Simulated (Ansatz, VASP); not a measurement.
Two plane-wave programs on Zn

INCAR

```
PREC = Accurate ; ENCUT = 520
EDIFF = 1E-7 ; ISMEAR = 0
SIGMA = 0.15 ; LREAL = F
LASPH = T ; NELM = 80
ALGO = Normal ; ISIF = 2
LWAVE = F ; LCHARG = F
GGA = PE ; NBANDS = 12
```

File KPOINTS:

```
Automatic mesh
0
Gamma
  22 22 22
```

The input POSCAR:

```
Zn
1.0
    0.0000000000      2.0639735414      2.0639735414
    2.0639735414      0.0000000000      2.0639735414
    2.0639735414      2.0639735414      0.0000000000
Zn
1
Direct
    0.0000000000      0.0000000000      0.0000000000
```

Input for Ansatz:

```yaml
crystal:
  lattice:
    - [0.0, 2.0639735414, 2.0639735414]
    - [2.0639735414, 0.0, 2.0639735414]
    - [2.0639735414, 2.0639735414, 0.0]
  atoms:
    - { symbol: Zn, position: [0.0, 0.0, 0.0] }
basis:
  ecutwfc: 520.0
kpoints:
  mp_grid: { grid: [22, 22, 22] }
hamiltonian:
  xc: pbe
scf:
  occupations: { method: gaussian, width: 0.15 }
output:
  forces: true
  stress: true
  eigenvalues: true
```

Alike in both runs: task single point; functional PBE; k mesh 22 × 22 × 22; occupations gaussian, width 0.15 eV; no spin polarisation.

|  | VASP | Ansatz |
| --- | --- | --- |
| version | VASP 6.6.1 | Ansatz 0.2.0 |
| potentials or method | VASP PAW PBE potentials, release 64 (Zn), cutoff 520 eV | scalar-relativistic, plane waves, PAW |
| valence electrons in the cell | 12 | 12 |

```csv
,VASP,Ansatz,Ansatz less VASP
gap on the k mesh at the Fermi level (eV),none,none,-
pressure (GPa),-6.7,-6.9,-0.17
```

A gap of «none» marks a metal or a gap that the smearing closes. With one functional, cell and mesh, what is left measures potentials, basis and numerics.
